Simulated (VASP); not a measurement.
# W2Cl: single point with PBE

Crystal: W2Cl.

```
CELL_PARAMETERS angstrom
0.00000 3.82993 3.82993
3.82993 0.00000 3.82993
3.82993 3.82993 0.00000
ATOMIC_POSITIONS crystal
W 0.62500 0.62500 0.62500
W 0.12500 0.62500 0.62500
W 0.62500 0.62500 0.12500
W 0.62500 0.12500 0.62500
Cl 0.00000 0.00000 0.00000
Cl 0.25000 0.25000 0.25000
```

```yaml
Program: VASP 6.6.1
Task: single point
Functional: PBE
Potentials_or_basis: VASP PAW PBE potentials, release 64 (W_sv, Cl)
Cutoff: 520 eV
k_mesh: 4 × 4 × 4
Occupations: gaussian, width 0.1 eV
Spin: no spin polarisation
```

```json
{"Pressure": "0.3 GPa", "Band gap on the k mesh": "zero (bands 35 and 36 overlap by 2.44 eV)"}
```

Levels at points of the mesh, in eV from the Fermi level:
```csv
k point,band 32,band 33,band 34,band 35,band 36,band 37,band 38,band 39
"(0.00, 0.00, 0.00)",0.09,0.09,0.09,2.11,2.11,2.11,2.16,2.16
"(0.50, 0.00, 0.00)",-0.87,-0.74,-0.74,-0.23,-0.02,-0.02,0.58,0.84
"(0.50, 0.50, 0.00)",-0.86,-0.42,-0.42,-0.33,-0.33,0.20,0.20,0.23
```

Wall time 24 s on 1 thread of Intel(R) Xeon(R) 6975P-C (Granite Rapids), with other jobs on the host, peak memory 0.24 GiB.

Caveat: spin-orbit coupling is left out, which moves the levels of the heavy elements.
